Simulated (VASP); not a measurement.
# Ag (I4/mmm) in VASP: notebook, part 2 of 2

VASP 6.6.1. Earlier steps stand in the parts before.

## Step 3: Electric field gradients, PBE (zz strain of +3 %)

Contents of INCAR:

```
SYSTEM = Ag
PREC = Accurate
ENCUT = 400
EDIFF = 1E-8
ISMEAR = -1
SIGMA = 0.05
LREAL = .False.
LASPH = .True.
NELM = 120
ALGO = Normal
ISIF = 2
LWAVE = .False.
LCHARG = .False.
GGA = PE
LEFG = .True.
NBANDS = 12
GGA_COMPAT = .False.
```

Contents of KPOINTS:

```
regular mesh
0
Gamma
  15 15 15
  0 0 0
```

Contents of POSCAR:

```
Ag
1.0
    0.0000000000      2.0431000000      2.1043930000
    2.0431000000      0.0000000000      2.1043930000
    2.0431000000      2.0431000000      0.0000000000
Ag
1
Direct
    0.0000000000      0.0000000000      0.0000000000
```

Potentials or basis: VASP PAW PBE potentials, release 64 (Ag).

Started as:

```sh
> cat potpaw_PBE.64/Ag/POTCAR > POTCAR
> mpirun -np 1 vasp_std > vasp.out
```

OUTCAR:

```text
SYSTEM = Ag
   PREC = Accurate
   ENCUT = 400
   EDIFF = 1E-8
   ISMEAR = -1
   LREAL = .False.
   LASPH = .True.
   NELM = 120
   ISIF = 2
   GGA = PE

 ion  position               nearest neighbor table
   1  0.000  0.000  0.000-

  LATTYP: Found a body centered tetragonal cell.
 ALAT       =     2.8893797293
 C/A-ratio  =     1.4566399692

  Lattice vectors:

 A1 = (  -2.0431000000,   0.0000000000,   2.1043930000)
 A2 = (   2.0431000000,   0.0000000000,   2.1043930000)
 A3 = (   0.0000000000,   2.0431000000,  -2.1043930000)

Analysis of symmetry for initial positions (statically):
=====================================================================
 Subroutine PRICEL returns:
 Original cell was already a primitive cell.

 Routine SETGRP: Setting up the symmetry group for a
 body centered tetragonal supercell.

 Subroutine GETGRP returns: Found 16 space group operations
 (whereof 16 operations were pure point group operations)
 out of a pool of 16 trial point group operations.

The static configuration has the point symmetry D_4h.

Analysis of symmetry for dynamics (positions and initial velocities):
=====================================================================
 Subroutine PRICEL returns:
 Original cell was already a primitive cell.

 Routine SETGRP: Setting up the symmetry group for a
 body centered tetragonal supercell.

 Subroutine GETGRP returns: Found 16 space group operations
 (whereof 16 operations were pure point group operations)
 out of a pool of 16 trial point group operations.

The dynamic configuration has the point symmetry D_4h.

 Subroutine INISYM returns: Found 16 space group operations
 (whereof 16 operations are pure point group operations),
 and found     1 'primitive' translations

----------------------------------------------------------------------------------------

                                     Primitive cell

  volume of cell :      17.5686

  direct lattice vectors                    reciprocal lattice vectors
     0.000000000  2.043100000  2.104393000    -0.244726151  0.244726151  0.237598205
     2.043100000  0.000000000  2.104393000     0.244726151 -0.244726151  0.237598205
     2.043100000  2.043100000  0.000000000     0.244726151  0.244726151 -0.237598205

  length of vectors
     2.933040659  2.933040659  2.889379729     0.419803151  0.419803151  0.419803151

  position of ions in fractional coordinates (direct lattice)
     0.000000000  0.000000000  0.000000000

  ion indices of the primitive-cell ions
   primitive index   ion index
                 1           1

----------------------------------------------------------------------------------------

 KPOINTS: regular mesh

Automatic generation of k-mesh.
 Grid dimensions read from file:
 generate k-points for:   15   15   15

 Generating k-lattice:

  Cartesian coordinates                     Fractional coordinates (reciprocal lattice)
    -0.016315077  0.016315077  0.015839880     0.066666667  0.000000000  0.000000000
     0.016315077 -0.016315077  0.015839880     0.000000000  0.066666667  0.000000000
     0.016315077  0.016315077 -0.015839880    -0.000000000 -0.000000000  0.066666667

  Length of vectors
[... 72 lines left out ...]
   IALGO  =     38    algorithm
   IMIX   =      4    mixing-type and parameters
     AMIX     =   0.40;   BMIX     =  1.00
     AMIX_MAG =   1.60;   BMIX_MAG =  1.00
  volume/ion in A,a.u.               =      17.57       118.56
  Fermi-wavevector in a.u.,A,eV,Ry     =   1.400534  2.646626 26.687771  1.961496
  Thomas-Fermi vector in A             =   2.523485
   LORBIT       =      0    0 simple, 1 ext, 2 COOP (PROOUT), +10 PAW based schemes
   GGA     = PE    functional components
   LHFCALC =     F    Hartree Fock is set to
   AEXX    =    0.0000 exact exchange contribution
   IVDW    =     0    specifies the selected vdW correction
   LEPSILON=     F    determine dielectric tensor
   LRPA    =     F    only Hartree local field effects (RPA)
 non-spin polarized calculation
  energy-cutoff  :      400.00
  volume of cell :       17.57
 maximum number of plane-waves:       334
   NGX =  9   NGY =  9   NGZ =  9

 number of electron      10.9999996 magnetization

 Free energy of the ion-electron system (eV)
  ---------------------------------------------------
  ext. energy  EPLUGINS =         0.00000000
  ---------------------------------------------------
  free energy    TOTEN  =        -2.71379099 eV

  energy without entropy =       -2.71077948  energy(sigma->0) =       -2.71228523

 E-fermi :   8.1450     XC(G=0): -12.0321

 val. band max:        8.1405608593   @ k =  -0.2667   0.0667   0.2667
 cond. band min:       8.1700167575   @ k =  -0.4000  -0.0000   0.1333
 fundamental gap:      0.0294558982
 Fermi energy:         8.1450413747

 k-point     1 :       0.0000    0.0000    0.0000
  band No.  band energies     occupation
      1       0.4706      2.00000
      2       3.1983      2.00000
      3       3.3809      2.00000
      4       3.3809      2.00000
      5       4.2029      2.00000
      6       4.3879      2.00000
      7      23.9913      0.00000
      8      27.1470      0.00000
      9      27.4975      0.00000
     10      27.4975      0.00000
     11      32.1108      0.00000
     12      32.9643      0.00000
[... 331 lines left out ...]
 k-point    24 :       0.2000    0.1333    0.0000
  band No.  band energies     occupation
      1       1.5421      2.00000
      2       2.8657      2.00000
      3       3.6660      2.00000
      4       3.7515      2.00000
      5       4.0255      2.00000
      6       4.5423      2.00000
      7      22.9886      0.00000
      8      24.6076      0.00000
      9      24.9168      0.00000
     10      26.2426      0.00000
     11      29.1307      0.00000
     12      33.0693      0.00000

 [... further k-points ...]

------------------------ aborting loop because EDIFF is reached ----------------------------------------

  FORCE on cell =-STRESS in cart. coord.  units (eV):
  Direction    XX          YY          ZZ          XY          YZ          ZX
  --------------------------------------------------------------------------------------
  -------------------------------------------------------------------------------------
  Total        0.1292082      0.1292082      0.0648544      0.0000000      0.0000000      0.0000000
  in kB       11.7832340     11.7832340      5.9144461      0.0000000      0.0000000      0.0000000
  external PRESSURE =       9.8269714 kB  Pullay stress =       0.0000000 kB

 VOLUME and BASIS-vectors are now :
 -----------------------------------------------------------------------------
  energy-cutoff  :      400.00
  volume of cell :       17.57
      direct lattice vectors                 reciprocal lattice vectors
     0.000000000  2.043100000  2.104393000    -0.244726151  0.244726151  0.237598205
     2.043100000  0.000000000  2.104393000     0.244726151 -0.244726151  0.237598205
     2.043100000  2.043100000  0.000000000     0.244726151  0.244726151 -0.237598205

 POSITION                                       TOTAL-FORCE (eV/Angst)
 -----------------------------------------------------------------------------------
      0.00000      0.00000      0.00000         0.000000      0.000000      0.000000
 -----------------------------------------------------------------------------------
    total drift:                                0.000000      0.000000      0.000000

  FREE ENERGIE OF THE ION-ELECTRON SYSTEM (eV)
  ---------------------------------------------------
  free  energy   TOTEN  =        -2.7137909873 eV

  energy  without entropy=       -2.7107794808  energy(sigma->0) =       -2.71228523

 Electric field gradients (V/A^2)
---------------------------------------------------------------------
 ion       V_xx      V_yy      V_zz      V_xy      V_xz      V_yz
---------------------------------------------------------------------
   1       0.215     0.215    -0.431    -0.002     0.000     0.000
---------------------------------------------------------------------

 Electric field gradients after diagonalization (V/A^2)
 (convention: |V_zz| > |V_xx| > |V_yy|)
----------------------------------------------------------------------
 ion       V_xx      V_yy      V_zz     asymmetry (V_yy - V_xx)/ V_zz
----------------------------------------------------------------------
   1       0.217     0.214    -0.431       0.007
----------------------------------------------------------------------

           NMR quadrupolar parameters

 Cq : quadrupolar parameter    Cq=e*Q*V_zz/h
 eta: asymmetry parameters     (V_yy - V_xx)/ V_zz
 Q  : nuclear electric quadrupole moment in mb (millibarn)
----------------------------------------------------------------------
 ion       Cq(MHz)       eta       Q (mb)
----------------------------------------------------------------------
   1      -0.001       0.007       1.000
----------------------------------------------------------------------
```

OSZICAR:

```text
N       E                     dE             d eps       ncg     rms          rms(c)
DAV:   1     0.427411806987E+02    0.42741E+02   -0.46491E+03  7148   0.656E+02
DAV:   2    -0.232714548601E+01   -0.45068E+02   -0.42614E+02  8144   0.168E+02
DAV:   3    -0.296006030342E+01   -0.63291E+00   -0.63256E+00  8064   0.211E+01
DAV:   4    -0.296200287132E+01   -0.19426E-02   -0.19425E-02  8092   0.123E+00
DAV:   5    -0.296201871385E+01   -0.15843E-04   -0.15842E-04  8108   0.991E-02    0.483E+00
DAV:   6    -0.272357397562E+01    0.23844E+00   -0.95966E-01  7456   0.868E+00    0.317E+00
DAV:   7    -0.271646088703E+01    0.71131E-02   -0.76590E-03  8076   0.813E-01    0.181E+00
DAV:   8    -0.271377768359E+01    0.26832E-02   -0.69436E-04  7752   0.196E-01    0.838E-02
DAV:   9    -0.271378618034E+01   -0.84967E-05   -0.98540E-06  8092   0.237E-02    0.263E-02
DAV:  10    -0.271379141117E+01   -0.52308E-05   -0.41913E-06  7864   0.189E-02    0.577E-03
DAV:  11    -0.271379102788E+01    0.38329E-06   -0.10427E-07  8156   0.265E-03    0.746E-04
DAV:  12    -0.271379098445E+01    0.43437E-07   -0.38238E-09  5432   0.545E-04    0.693E-05
DAV:  13    -0.271379098730E+01   -0.28579E-08   -0.98260E-11  4172   0.934E-05
   1 F= -.27137910E+01 E0= -.27122852E+01  d E =-.301151E-02
```

stdout:

```text
POSCAR found type information on POSCAR Ag
 POSCAR found :  1 types and       1 ions
 scaLAPACK will be used
 LDA part: xc-table for (Slater+PW92), standard interpolation
 POSCAR, INCAR and KPOINTS ok, starting setup
 FFT: planning ... GRIDC
 FFT: planning ... GRID_SOFT
 FFT: planning ... GRID
 WAVECAR not read
 entering main loop
ion   1
```

Wall time 46 s (1 thread of Intel Xeon 8259CL, shared host); peak memory 0.16 GiB.

Results:

```yaml
Free_energy: -2.7138 eV
Pressure: 1.0 GPa
Band_gap_on_the_k_mesh: zero (an odd number of electrons rules out a gap without spin polarisation)
Largest_electric_field_gradient_by_atom: Ag -0.4 V/Å²
```

Stress tensor (GPa, compression positive):
```
1.18 0.00 0.00
0.00 1.18 0.00
0.00 0.00 0.59
```

Electric field gradients, principal values (V/Å²):
| atom | least | middle | greatest (by size) |
| --- | --- | --- | --- |
| 1 Ag | 0.214 | 0.217 | -0.431 |

Caveat: the cell differs from its parent crystal (zz strain of +3 %); without QUAD_EFG the Cq values of the log hold for a quadrupole moment of 1 mb, not for the nuclei.

## Step 4: Electric field gradients, PBE (zz strain of -3 %)

Contents of INCAR:

```
PREC = Accurate
ENCUT = 520
EDIFF = 1E-8
ISMEAR = -1
SIGMA = 0.05
LREAL = F
LASPH = T
NELM = 100
ALGO = Normal
ISIF = 2
LWAVE = F
LCHARG = F
GGA = PE
LEFG = T
NBANDS = 12
```

Contents of KPOINTS:

```
regular mesh
0
Gamma
  15 15 15
```

Contents of POSCAR:

```
Ag
1.0
    0.0000000000      2.0431000000      1.9818070000
    2.0431000000      0.0000000000      1.9818070000
    2.0431000000      2.0431000000      0.0000000000
Ag
1
Direct
    0.0000000000      0.0000000000      0.0000000000
```

Potentials or basis: VASP PAW PBE potentials, release 64 (Ag).

Started as:

```sh
> cat potpaw_PBE.64/Ag/POTCAR > POTCAR
> mpirun -np 1 vasp_std > vasp.out
```

OUTCAR:

```text
PREC = Accurate
   ENCUT = 520
   EDIFF = 1E-8
   ISMEAR = -1
   LREAL = F
   LASPH = T
   NELM = 100
   ISIF = 2
   GGA = PE

 ion  position               nearest neighbor table
   1  0.000  0.000  0.000-

  LATTYP: Found a body centered tetragonal cell.
 ALAT       =     2.8893797293
 C/A-ratio  =     1.3717871555

  Lattice vectors:

 A1 = (   0.0000000000,  -2.0431000000,  -1.9818070000)
 A2 = (   0.0000000000,   2.0431000000,  -1.9818070000)
 A3 = (   2.0431000000,   0.0000000000,   1.9818070000)

Analysis of symmetry for initial positions (statically):
=====================================================================
 Subroutine PRICEL returns:
 Original cell was already a primitive cell.

 Routine SETGRP: Setting up the symmetry group for a
 body centered tetragonal supercell.

 Subroutine GETGRP returns: Found 16 space group operations
 (whereof 16 operations were pure point group operations)
 out of a pool of 16 trial point group operations.

The static configuration has the point symmetry D_4h.

Analysis of symmetry for dynamics (positions and initial velocities):
=====================================================================
 Subroutine PRICEL returns:
 Original cell was already a primitive cell.

 Routine SETGRP: Setting up the symmetry group for a
 body centered tetragonal supercell.

 Subroutine GETGRP returns: Found 16 space group operations
 (whereof 16 operations were pure point group operations)
 out of a pool of 16 trial point group operations.

The dynamic configuration has the point symmetry D_4h.

 Subroutine INISYM returns: Found 16 space group operations
[... 161 lines left out ...]
     10      29.0052      0.00000
     11      33.5825      0.00000
     12      34.6779      0.00000
[... 331 lines left out ...]
 k-point    24 :       0.2000    0.1333    0.0000
  band No.  band energies     occupation
      1       2.0648      2.00000
      2       3.6030      2.00000
      3       4.2812      2.00000
      4       4.2900      2.00000
      5       4.8316      2.00000
      6       5.1502      2.00000
      7      24.1042      0.00000
      8      25.6179      0.00000
      9      26.1494      0.00000
     10      27.7156      0.00000
     11      32.2403      0.00000
     12      34.3459      0.00000

 [... further k-points ...]

------------------------ aborting loop because EDIFF is reached ----------------------------------------

  FORCE on cell =-STRESS in cart. coord.  units (eV):
  Direction    XX          YY          ZZ          XY          YZ          ZX
  --------------------------------------------------------------------------------------
  -------------------------------------------------------------------------------------
  Total        0.8409154      0.8409154      0.8821733      0.0000000      0.0000000     -0.0000000
  in kB       81.4314718     81.4314718     85.4267469      0.0000000      0.0000000     -0.0000000
  external PRESSURE =      82.7632302 kB  Pullay stress =       0.0000000 kB

 VOLUME and BASIS-vectors are now :
 -----------------------------------------------------------------------------
  energy-cutoff  :      520.00
  volume of cell :       16.55
      direct lattice vectors                 reciprocal lattice vectors
     0.000000000  2.043100000  1.981807000    -0.244726151  0.244726151  0.252295001
     2.043100000  0.000000000  1.981807000     0.244726151 -0.244726151  0.252295001
     2.043100000  2.043100000  0.000000000     0.244726151  0.244726151 -0.252295001

 POSITION                                       TOTAL-FORCE (eV/Angst)
 -----------------------------------------------------------------------------------
      0.00000      0.00000      0.00000         0.000000      0.000000     -0.000000
 -----------------------------------------------------------------------------------
    total drift:                                0.000000      0.000000     -0.000000

  FREE ENERGIE OF THE ION-ELECTRON SYSTEM (eV)
  ---------------------------------------------------
  free  energy   TOTEN  =        -2.6844797930 eV

  energy  without entropy=       -2.6817949615  energy(sigma->0) =       -2.68313738

 Electric field gradients (V/A^2)
---------------------------------------------------------------------
 ion       V_xx      V_yy      V_zz      V_xy      V_xz      V_yz
---------------------------------------------------------------------
   1      -0.461    -0.461     0.921    -0.000     0.001     0.001
---------------------------------------------------------------------

 Electric field gradients after diagonalization (V/A^2)
 (convention: |V_zz| > |V_xx| > |V_yy|)
----------------------------------------------------------------------
 ion       V_xx      V_yy      V_zz     asymmetry (V_yy - V_xx)/ V_zz
----------------------------------------------------------------------
   1      -0.461    -0.461     0.921       0.000
----------------------------------------------------------------------

           NMR quadrupolar parameters

 Cq : quadrupolar parameter    Cq=e*Q*V_zz/h
 eta: asymmetry parameters     (V_yy - V_xx)/ V_zz
 Q  : nuclear electric quadrupole moment in mb (millibarn)
----------------------------------------------------------------------
 ion       Cq(MHz)       eta       Q (mb)
----------------------------------------------------------------------
   1       0.002       0.000       1.000
----------------------------------------------------------------------
```

Wall time 17 s (1 thread of Intel Xeon 6975P-C (Granite Rapids), shared host); peak memory 0.18 GiB.

What came out:

| Quantity | Value |
| --- | --- |
| Free energy | -2.6845 eV |
| Pressure | 8.3 GPa |
| Band gap on the k mesh | zero (an odd number of electrons rules out a gap without spin polarisation) |
| Largest electric field gradient by atom | Ag +0.9 V/Å² |

Electric field gradients, principal values (V/Å²):
```
atom   least  middle  greatest (by size)
1 Ag  -0.461  -0.461               0.921
```

Caveat: the cell differs from its parent crystal (zz strain of -3 %); the cell stands under pressure; without QUAD_EFG the Cq values of the log hold for a quadrupole moment of 1 mb, not for the nuclei.
